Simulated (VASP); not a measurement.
Set up this calculation in VASP 6.6.1, as the native input.

| Quantity | Value |
| --- | --- |
| Task | single point |
| Functional | PBE |
| Potentials or basis | VASP PAW PBE potentials, release 64 (Ba_sv, Te) |
| Cutoff | 500 eV |
| k mesh | 4 × 4 × 2 |
| Occupations | gaussian, width 0.1 eV |
| Spin | no spin polarisation |
| Dipole correction | no |
| Further INCAR settings | ALGO = Normal; EDIFF = 1e-06; NBANDS = 24 |

The structure of BaTe lies in POSCAR:

```
BaTe
1.0
    0.0000000000      0.0000000000     -4.4099628075
    2.4039493801     -4.1637624653      0.0000000000
   -7.2118481405     -4.1637624652      0.0000000000
Ba Te
2 2
Direct
    1.0000000000      0.5000000000      0.8333333333
    1.0000000000      0.0000000000      0.3333333333
    0.5000000000      0.0000000000      0.6666666667
    0.5000000000      0.5000000000      0.1666666667
```

One way to write it, as run:

INCAR

```
SYSTEM = BaTe
PREC     = Accurate       ! precision mode
ENCUT    = 500            ! plane-wave cutoff, eV
EDIFF    = 1E-6           ! SCF threshold, eV
ISMEAR   = 0              ! smearing method
SIGMA    = 0.1            ! smearing width, eV
LREAL    = .FALSE.        ! projectors in reciprocal space
LASPH    = .TRUE.         ! aspherical terms in the spheres
NELM     = 120            ! most SCF steps
ALGO     = Normal         ! electronic algorithm
ISIF     = 2              ! what is computed and relaxed
LWAVE    = .FALSE.        ! write WAVECAR
LCHARG   = .FALSE.        ! write CHGCAR
GGA      = PE             ! functional
NBANDS   = 24             ! bands
GGA_COMPAT= .FALSE.
```

KPOINTS

```
Automatic mesh
0
G
  4 4 2
  0 0 0
```

Potentials or basis: VASP PAW PBE potentials, release 64 (Ba_sv, Te).

Run with:

```sh
$ cat potpaw_PBE.64/Ba_sv/POTCAR potpaw_PBE.64/Te/POTCAR > POTCAR
$ mpirun -np 1 vasp_std > vasp.out
```

It gave:

| Quantity | Value |
| --- | --- |
| Pressure | 0.4 GPa |
| Band gap on the k mesh | 1.46 eV |

Caveat: spin-orbit coupling is left out, which moves the levels of the heavy elements.

Wall time 32 s on 1 thread of AMD EPYC 9R45 96-Core Processor (Zen 5), on a shared host, peak memory 0.25 GiB.
